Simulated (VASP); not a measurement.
# SnO2: single point with PBE

SnO2:

```
Sn O
1.0
     5.16970    0.00000    0.00000
     0.00000    5.16970    0.00000
     0.00000    0.00000    5.16970
Sn O
4 8
Direct
  0.00000 0.00000 0.00000
  0.50000 0.00000 0.50000
  0.50000 0.50000 0.00000
  0.00000 0.50000 0.50000
  0.66090 0.83910 0.16090
  0.83910 0.16090 0.66090
  0.16090 0.66090 0.83910
  0.33910 0.33910 0.33910
  0.66090 0.66090 0.66090
  0.83910 0.33910 0.16090
  0.16090 0.83910 0.33910
  0.33910 0.16090 0.83910
```

| Item | Value |
| --- | --- |
| Program | VASP 6.6.1 |
| Task | single point |
| Functional | PBE |
| Potentials or basis | VASP PAW PBE potentials, release 64 (Sn_d, O) |
| Cutoff | 520 eV |
| k mesh | 5 × 5 × 5 |
| Occupations | fermi-dirac, width 0.05 eV |
| Spin | no spin polarisation |
| Dipole correction | no |
| Further INCAR settings | ALGO = Normal; EDIFF = 1e-07; NBANDS = 64 |

| Item | Value |
| --- | --- |
| Pressure | 0.6 GPa |
| Band gap on the k mesh | 0.59 eV (least direct gap 0.65 eV) |

Levels at points of the mesh, in eV from the valence-band top:
| k point | band 49 | band 50 | band 51 | band 52 | band 53 | band 54 | band 55 | band 56 |
| --- | --- | --- | --- | --- | --- | --- | --- | --- |
| (0.00, 0.00, 0.00) | -0.29 | -0.06 | -0.06 | -0.06 | 0.59 | 5.77 | 5.77 | 5.77 |

Wall time 56 s on 1 thread of Intel(R) Xeon(R) 6975P-C (Granite Rapids) (shared host), peak memory 0.26 GiB.

Caveat: semilocal functionals underestimate gaps, and a narrow one can read as zero; spin-orbit coupling is left out, which moves the levels of the heavy elements; an odd mesh through Γ misses points on the zone boundary, where band edges can lie.
